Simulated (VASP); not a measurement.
The system is Si2Sn.

```xyz
3
Lattice="3.8630 0.0000 0.0000 0.0000 3.8630 0.0000 0.0000 0.0000 4.8535" Properties=species:S:1:pos:R:3 pbc="T T T"
Si    1.9315    1.9315    0.0000
Si    1.9315    1.9315    2.4267
Sn    0.0000    0.0000    2.4267
```

| Item | Value |
| --- | --- |
| Program | VASP 6.6.1 |
| Task | relaxation of cell and atoms |
| Functional | PBE |
| Potentials or basis | VASP PAW PBE potentials, release 64 (Si, Sn_d) |
| Cutoff | 600 eV |
| k mesh | 12 × 12 × 10 |
| Occupations | gaussian, width 0.1 eV |
| Spin | no spin polarisation |

At the start: pressure -0.8 GPa; volume 24.14 Å³/atom.

Q: How do energy, volume and symmetry change on relaxing?

A: Over 4 steps the energy falls by 6.4 meV/atom and the volume is 23.88 Å³/atom (-1.1 %); space group P4/mmm (No. 123, to 0.05 Å).

The path:
```csv
step,energy change (eV),largest force (eV/Å),pressure (GPa),volume (Å³)
1,0.0000,0.0000,-0.81,72.43
2,-0.0186,0.0000,0.38,71.14
3,-0.0187,0.0000,0.30,71.23
4,-0.0192,0.0000,0.00,71.65
```

Final structure:
```cif
data_structure
_symmetry_space_group_name_H-M 'P 1'
_symmetry_Int_Tables_number 1
_cell_length_a 3.8866
_cell_length_b 3.8866
_cell_length_c 4.7433
_cell_angle_alpha 90.000
_cell_angle_beta 90.000
_cell_angle_gamma 90.000
_cell_volume 71.65
loop_
_atom_site_label
_atom_site_type_symbol
_atom_site_fract_x
_atom_site_fract_y
_atom_site_fract_z
_atom_site_occupancy
Si1 Si 0.50000 0.50000 0.00000 1
Si2 Si 0.50000 0.50000 0.50000 1
Sn1 Sn 0.00000 0.00000 0.50000 1
```
